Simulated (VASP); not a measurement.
Set up this calculation in VASP 6.6.1, as the native input.

```
Task                   : single point
Functional             : PBEsol
Potentials or basis    : VASP PAW PBE potentials, release 64 (Ti_sv, Al)
Cutoff                 : 520 eV
k mesh                 : 18 × 10 × 10
Occupations            : gaussian, width 0.15 eV
Spin                   : no spin polarisation
Dipole correction      : no
Further INCAR settings : ALGO = Fast; EDIFF = 1e-07; NBANDS = 18
```

The structure of TiAl3 lies in POSCAR:

```
TiAl3
1.0
    2.7813912058      0.0000000000      0.0000000000
    0.0000000000      4.6710700323      0.0000000000
    0.0000000000      0.0000000000      4.8934030395
Ti Al
1 3
Direct
    0.0000000000      0.5000000000      0.1631682049
    0.5000000000      0.4892958145      0.6640465240
    0.5000000000     -0.0107041855      0.3331101826
    0.0000000000     -0.0107041855      0.8396740885
```

This cell differs from its parent crystal: all Al atoms moved -0.050 Å, as atom 2 along Cartesian [0 1 0].

These files were run (other wordings do the same):

INCAR

```
PREC     = Accurate       # precision mode
ENCUT    = 520            # plane-wave cutoff, eV
EDIFF    = 1E-7           # SCF threshold, eV
ISMEAR   = 0              # smearing method
SIGMA    = 0.15           # smearing width, eV
LREAL    = F              # projectors in reciprocal space
LASPH    = T              # aspherical terms in the spheres
NELM     = 100            # most SCF steps
ALGO     = Fast           # electronic algorithm
ISIF     = 2              # what is computed and relaxed
LWAVE    = F              # write WAVECAR
LCHARG   = T              # write CHGCAR
GGA      = PS             # functional
LELF     = T              # ELF
LVHAR    = T            
NBANDS   = 18             # bands
```

KPOINTS

```
regular mesh
0
Gamma
  18 10 10
```

Potentials or basis: VASP PAW PBE potentials, release 64 (Ti_sv, Al).

Command:

```sh
$ cat potpaw_PBE.64/Ti_sv/POTCAR potpaw_PBE.64/Al/POTCAR > POTCAR
$ mpirun -np 1 vasp_std > vasp.out
```

It gave:

```
Pressure               : 0.1 GPa
Largest force          : 0.333 eV/Å
Band gap on the k mesh : zero (an odd number of electrons rules out a gap without spin polarisation)
```

Caveat: the cell differs from its parent crystal (all Al atoms moved -0.050 Å, as atom 2 along Cartesian [0 1 0]); the PAW data sets were made with another functional, which shifts forces and pressure a little.

Wall time 8.7 min on 1 thread of Intel(R) Xeon(R) 6975P-C (Granite Rapids), on a shared host, peak memory 0.62 GiB.
